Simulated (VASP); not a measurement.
# Te2Mo (P4/mmm) in VASP: further runs

Runs on Te2Mo. Level: PBE. Tasks: single point.

All numbers are computed with VASP 6.6.1; they aren't measurements. Logs are shortened: lines on timing, memory, paths and dates and some standing lists are left out, and cuts for length are marked.

## Step 1: The cell of the first run

The structure is tetragonal, space group P4/mmm (No. 123). Conventional cell: a = 5.953 Å, b = 5.953 Å, c = 5.669 Å, α = 90.00°, β = 90.00°, γ = 90.00°. Within 3.1 Å of Te (site symmetry m2m) lie 3 Te at 2.36 to 2.54 Å. Within 3.2 Å of Mo (site symmetry 4mm) lie 1 Mo at 2.42 Å.

## Step 2: Single point, PBE

INCAR reads:

```
PREC = Accurate ; ENCUT = 520
EDIFF = 1E-6 ; ISMEAR = 0
SIGMA = 0.1 ; LREAL = F
LASPH = T ; NELM = 100
ALGO = Normal ; ISIF = 2
LWAVE = F ; LCHARG = F
GGA = PE ; NBANDS = 35
```

KPOINTS reads:

```
Automatic mesh
0
Gamma
  4 4 4
```

POSCAR reads:

```
Te2Mo
1.0
    5.9531711000      0.0000000000      0.0000000000
    0.0000000000      5.9531711000      0.0000000000
    0.0000000000      0.0000000000      5.6690731200
Te Mo
4 2
Direct
    0.3018406400      0.0000000000      0.0000000000
    0.6981593600      0.0000000000      0.0000000000
    0.0000000000      0.6981593600      0.0000000000
    0.0000000000      0.3018406400      0.0000000000
    0.5000000000      0.5000000000      0.2863953300
    0.5000000000      0.5000000000      0.7136046700
```

Potentials or basis: VASP PAW PBE potentials, release 64 (Te, Mo_sv).

Run with:

```console
> cat potpaw_PBE.64/Te/POTCAR potpaw_PBE.64/Mo_sv/POTCAR > POTCAR
> mpirun -np 1 vasp_std > vasp.out
```

OUTCAR:

```text
PREC = Accurate
   ENCUT = 520
   EDIFF = 1E-6
   ISMEAR = 0
   LREAL = F
   LASPH = T
   NELM = 100
   ISIF = 2
   GGA = PE

 ion  position               nearest neighbor table
   1  0.302  0.000  0.000-   2 2.36   3 2.54   4 2.54   2 3.59
   2  0.698  0.000  0.000-   1 2.36   3 2.54   4 2.54   1 3.59
   3  0.000  0.698  0.000-   4 2.36   2 2.54   1 2.54   4 3.59
   4  0.000  0.302  0.000-   3 2.36   2 2.54   1 2.54   3 3.59
   5  0.500  0.500  0.286-   6 2.42   6 3.25
   6  0.500  0.500  0.714-   5 2.42   5 3.25

  LATTYP: Found a simple tetragonal cell.
 ALAT       =     5.9531711000
 C/A-ratio  =     0.9522778742

  Lattice vectors:

 A1 = (   5.9531711000,   0.0000000000,   0.0000000000)
 A2 = (   0.0000000000,   5.9531711000,   0.0000000000)
 A3 = (   0.0000000000,   0.0000000000,   5.6690731200)

Analysis of symmetry for initial positions (statically):
=====================================================================
 Subroutine PRICEL returns:
 Original cell was already a primitive cell.

 Routine SETGRP: Setting up the symmetry group for a
 simple tetragonal supercell.

 Subroutine GETGRP returns: Found 16 space group operations
 (whereof 16 operations were pure point group operations)
 out of a pool of 16 trial point group operations.

The static configuration has the point symmetry D_4h.

Analysis of symmetry for dynamics (positions and initial velocities):
=====================================================================
 Subroutine PRICEL returns:
 Original cell was already a primitive cell.

 Routine SETGRP: Setting up the symmetry group for a
 simple tetragonal supercell.

 Subroutine GETGRP returns: Found 16 space group operations
 (whereof 16 operations were pure point group operations)
 out of a pool of 16 trial point group operations.

The dynamic configuration has the point symmetry D_4h.

 Subroutine INISYM returns: Found 16 space group operations
 (whereof 16 operations are pure point group operations),
 and found     1 'primitive' translations

----------------------------------------------------------------------------------------

                                     Primitive cell

  volume of cell :     200.9133

  direct lattice vectors                    reciprocal lattice vectors
     5.953171100  0.000000000  0.000000000     0.167977702  0.000000000  0.000000000
     0.000000000  5.953171100  0.000000000     0.000000000  0.167977702  0.000000000
     0.000000000  0.000000000  5.669073120     0.000000000  0.000000000  0.176395679

  length of vectors
     5.953171100  5.953171100  5.669073120     0.167977702  0.167977702  0.176395679

  position of ions in fractional coordinates (direct lattice)
     0.301840640  0.000000000  0.000000000
     0.698159360  0.000000000  0.000000000
     0.000000000  0.698159360  0.000000000
     0.000000000  0.301840640  0.000000000
     0.500000000  0.500000000  0.286395330
     0.500000000  0.500000000  0.713604670

  ion indices of the primitive-cell ions
   primitive index   ion index
                 1           1
                 2           2
                 3           3
                 4           4
                 5           5
                 6           6

----------------------------------------------------------------------------------------

 KPOINTS: Automatic mesh

Automatic generation of k-mesh.
 Grid dimensions read from file:
 generate k-points for:    4    4    4

 Generating k-lattice:

  Cartesian coordinates                     Fractional coordinates (reciprocal lattice)
     0.041994425  0.000000000  0.000000000     0.250000000  0.000000000  0.000000000
     0.000000000  0.041994425  0.000000000     0.000000000  0.250000000  0.000000000
     0.000000000  0.000000000  0.044098920     0.000000000  0.000000000  0.250000000

  Length of vectors
     0.041994425  0.041994425  0.044098920

  Shift w.r.t. Gamma in fractional coordinates (k-lattice)
     0.000000000  0.000000000  0.000000000

 Subroutine IBZKPT returns following result:
 ===========================================

 Found     18 irreducible k-points:

 Following reciprocal coordinates:
            Coordinates               Weight
  0.000000  0.000000  0.000000      1.000000
  0.250000  0.000000  0.000000      4.000000
  0.500000  0.000000  0.000000      2.000000
  0.250000  0.250000  0.000000      4.000000
  0.500000  0.250000  0.000000      4.000000
  0.500000  0.500000  0.000000      1.000000
[... 10 lines left out ...]
  0.500000  0.250000  0.500000      4.000000
  0.500000  0.500000  0.500000      1.000000
   k-points           NKPTS =     18   k-points in BZ     NKDIM =     18   number of bands    NBANDS=     35
   number of dos      NEDOS =    301   number of ions     NIONS =      6
   total plane-waves  NPLWV =  96768
   dimension x,y,z NGX =    48 NGY =   48 NGZ =   42
   dimension x,y,z NGXF=    96 NGYF=   96 NGZF=   84
   ions per type =               4   2
   NGX,Y,Z   is equivalent  to a cutoff of  13.40, 13.40, 12.32 a.u.
   NGXF,Y,Z  is equivalent  to a cutoff of  26.81, 26.81, 24.63 a.u.
 SYSTEM =  unknown system
   PREC   = accura    normal or accurate (medium, high low for compatibility)
   ISTART =      0    job   : 0-new  1-cont  2-samecut
   ICHARG =      2    charge: 1-file 2-atom 10-const
   ISPIN  =      1    spin polarized calculation?
   LNONCOLLINEAR =      F non collinear calculations
   LSORBIT =      F    spin-orbit coupling
   LASPH  =      T    aspherical Exc in radial PAW
   ENCUT  =  520.0 eV  38.22 Ry    6.18 a.u.  11.07 11.07 10.54*2*pi/ulx,y,z
   NELM   =    100;   NELMIN=  2; NELMDL= -5     # of ELM steps
   EDIFF  = 0.1E-05   stopping-criterion for ELM
   LREAL  =      F    real-space projection
   EDIFFG = 0.1E-04   stopping-criterion for IOM
   NSW    =      0    number of steps for IOM
   IBRION =     -1    ionic relax: 0-MD 1-quasi-New 2-CG
   NFREE  =      0    steps in history (QN), initial steepest desc. (CG)
   ISIF   =      2    stress and relaxation
   ISYM   =      2    0-nonsym 1-usesym 2-fastsym
   POTIM  = 0.5000    time-step for ionic-motion
   TEBEG  =    0.0;   TEEND  =   0.0 temperature during run
   PSTRESS=    0.0 pullay stress
   NELECT =      52.0000    total number of electrons
   NUPDOWN=      -1.0000    fix difference up-down
   EMIN   =  10.00;   EMAX   =-10.00  energy-range for DOS
   EFERMI =   0.00;   METHOD = LEGACY
   ISMEAR =     0;   SIGMA  =   0.10  broadening in eV -4-tet -1-fermi 0-gaus
   EFERMI_NEDOS =   21; number of points for ismear=-14 and -15
   IALGO  =     38    algorithm
   IMIX   =      4    mixing-type and parameters
     AMIX     =   0.40;   BMIX     =  1.00
     AMIX_MAG =   1.60;   BMIX_MAG =  1.00
  volume/ion in A,a.u.               =      33.49       225.97
  Fermi-wavevector in a.u.,A,eV,Ry     =   1.043293  1.971538 14.809405  1.088461
  Thomas-Fermi vector in A             =   2.177996
   LORBIT       =      0    0 simple, 1 ext, 2 COOP (PROOUT), +10 PAW based schemes
   GGA     = PE    functional components
   LHFCALC =     F    Hartree Fock is set to
   AEXX    =    0.0000 exact exchange contribution
   IVDW    =     0    specifies the selected vdW correction
   LEPSILON=     F    determine dielectric tensor
   LRPA    =     F    only Hartree local field effects (RPA)
 non-spin polarized calculation
 Gauss-broadening in eV      SIGMA  =   0.10
  energy-cutoff  :      520.00
  volume of cell :      200.91
 maximum number of plane-waves:      5440
 NGX is ok and might be reduce to    48
   NGX = 23   NGY = 23   NGZ = 21

 number of electron      51.9999998 magnetization

 Free energy of the ion-electron system (eV)
  ---------------------------------------------------
  ext. energy  EPLUGINS =         0.00000000
  ---------------------------------------------------
  free energy    TOTEN  =       -17.96618948 eV

  energy without entropy =      -17.93317769  energy(sigma->0) =      -17.94968359

 E-fermi :   5.6641     XC(G=0):  -8.7314

 val. band max:        5.6423925121   @ k =   0.2500   0.2500   0.0000
 cond. band min:       5.6802169114   @ k =   0.2500   0.0000   0.2500
 fundamental gap:      0.0378243993
 Fermi energy:         5.6641335126

 k-point     1 :       0.0000    0.0000    0.0000
  band No.  band energies     occupation
      1     -55.2487      2.00000
      2     -55.0488      2.00000
      3     -29.8093      2.00000
      4     -29.3518      2.00000
      5     -29.3518      2.00000
      6     -29.1907      2.00000
[... 27 lines left out ...]
     34       8.1552      0.00000
     35       8.1552      0.00000

 k-point     2 :       0.2500    0.0000    0.0000
  band No.  band energies     occupation
      1     -55.2487      2.00000
      2     -55.0488      2.00000
      3     -29.8093      2.00000
      4     -29.3518      2.00000
      5     -29.3518      2.00000
      6     -29.1907      2.00000
[... 27 lines left out ...]
     34       8.2021      0.00000
     35       8.5334      0.00000

 k-point     3 :       0.5000    0.0000    0.0000
  band No.  band energies     occupation
      1     -55.2487      2.00000
      2     -55.0488      2.00000
      3     -29.8092      2.00000
      4     -29.3519      2.00000
      5     -29.3518      2.00000
      6     -29.1907      2.00000
[... 27 lines left out ...]
     34       7.6476      0.00000
     35       9.4490      0.00000
[... 495 lines left out ...]
 k-point    17 :       0.5000    0.2500    0.5000
  band No.  band energies     occupation
      1     -55.2424      2.00000
      2     -55.0554      2.00000
      3     -29.7267      2.00000
      4     -29.3431      2.00000
      5     -29.3431      2.00000
      6     -29.1997      2.00000
[... 27 lines left out ...]
     34       8.3223      0.00000
     35       8.9463      0.00000

 k-point    18 :       0.5000    0.5000    0.5000
  band No.  band energies     occupation
      1     -55.2424      2.00000
      2     -55.0554      2.00000
      3     -29.7267      2.00000
      4     -29.3431      2.00000
      5     -29.3431      2.00000
      6     -29.1997      2.00000
[... 27 lines left out ...]
     34       8.0944      0.00000
     35       8.0944      0.00000

------------------------ aborting loop because EDIFF is reached ----------------------------------------

  FORCE on cell =-STRESS in cart. coord.  units (eV):
  Direction    XX          YY          ZZ          XY          YZ          ZX
  --------------------------------------------------------------------------------------
  -------------------------------------------------------------------------------------
  Total       43.8519059     43.8519059    -18.8617310      0.0000000     -0.0000000      0.0000000
  in kB      349.6956802    349.6956802   -150.4122959      0.0000000     -0.0000000      0.0000000
  external PRESSURE =     182.9930215 kB  Pullay stress =       0.0000000 kB

 VOLUME and BASIS-vectors are now :
 -----------------------------------------------------------------------------
  energy-cutoff  :      520.00
  volume of cell :      200.91
      direct lattice vectors                 reciprocal lattice vectors
     5.953171100  0.000000000  0.000000000     0.167977702  0.000000000  0.000000000
     0.000000000  5.953171100  0.000000000     0.000000000  0.167977702  0.000000000
     0.000000000  0.000000000  5.669073120     0.000000000  0.000000000  0.176395679

 POSITION                                       TOTAL-FORCE (eV/Angst)
 -----------------------------------------------------------------------------------
      1.79691      0.00000      0.00000        -1.836533     -0.000000      0.000000
      4.15626      0.00000      0.00000         1.836533      0.000000      0.000000
      0.00000      4.15626      0.00000         0.000000      1.836533      0.000000
      0.00000      1.79691      0.00000         0.000000     -1.836533      0.000000
      2.97659      2.97659      1.62360         0.000000      0.000000      3.652341
      2.97659      2.97659      4.04548        -0.000000      0.000000     -3.652341
 -----------------------------------------------------------------------------------
    total drift:                                0.000000     -0.000000     -0.000000

  FREE ENERGIE OF THE ION-ELECTRON SYSTEM (eV)
  ---------------------------------------------------
  free  energy   TOTEN  =       -17.9661894763 eV

  energy  without entropy=      -17.9331776941  energy(sigma->0) =      -17.94968359
```

Run time: 1.8 min. Hardware: 1 thread of Intel Xeon Platinum 8488C (Sapphire Rapids), shared host; peak memory 0.35 GiB.

What came out:

* Free energy: -17.9662 eV
* Pressure: 18.3 GPa
* Largest force: 3.652 eV/Å
* Band gap on the k mesh: zero (band 26 reaches 5.93 eV, above the bottom of band 27 at 5.30 eV)

Forces on the atoms (eV/Å):
```
Te  -1.837  0.000  0.000
Te   1.837  0.000  0.000
Te   0.000  1.837  0.000
Te   0.000 -1.837  0.000
Mo   0.000  0.000  3.652
Mo   0.000  0.000 -3.652
```

Caveat: spin-orbit coupling is left out, which moves the levels of the heavy elements; forces of over 1 eV/Å act on the atoms, so gaps and moduli don't describe the material at rest.

(Continued in part 2 of 2.)
